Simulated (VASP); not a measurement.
Here is a VASP 6.6.1 calculation.

The input INCAR:

```
SYSTEM = Se
PREC     = Accurate       ! precision mode
ENCUT    = 520            ! plane-wave cutoff, eV
EDIFF    = 1E-7           ! SCF threshold, eV
ISMEAR   = -1             ! smearing method
SIGMA    = 0.05           ! smearing width, eV
LREAL    = .FALSE.        ! projectors in reciprocal space
LASPH    = .TRUE.         ! aspherical terms in the spheres
NELM     = 80             ! most SCF steps
ALGO     = Normal         ! electronic algorithm
ISIF     = 2              ! what is computed and relaxed
LWAVE    = .FALSE.        ! write WAVECAR
LCHARG   = .TRUE.         ! write CHGCAR
GGA      = PE             ! functional
LELF     = .TRUE.         ! ELF
LVHAR    = .TRUE.       
NBANDS   = 16             ! bands
```

Contents of KPOINTS:

```
Automatic mesh
0
G
  6 6 5
  0 0 0
```

File POSCAR:

```
Se
1.0
    4.3662000000      0.0000000000      0.0000000000
   -2.1831000000      3.7812401180      0.0000000000
    0.0000000000      0.0000000000      5.0031360000
Se
3
Direct
    0.7746000000      0.7746000000      0.0000000000
    0.0000000000      0.2254000000      0.6666666667
    0.2254000000      0.0000000000      0.3333333333
```

Potentials or basis: VASP PAW PBE potentials, release 64 (Se).

Launch:

```console
$ cat potpaw_PBE.64/Se/POTCAR > POTCAR
$ mpirun -np 1 vasp_std > vasp.out
```

(1) Predict the pressure.

(2) Predict the band gap on the k mesh.

## Answers

(1) 2.1 GPa.

(2) 1.33 eV, indirect (least direct gap 1.42 eV).
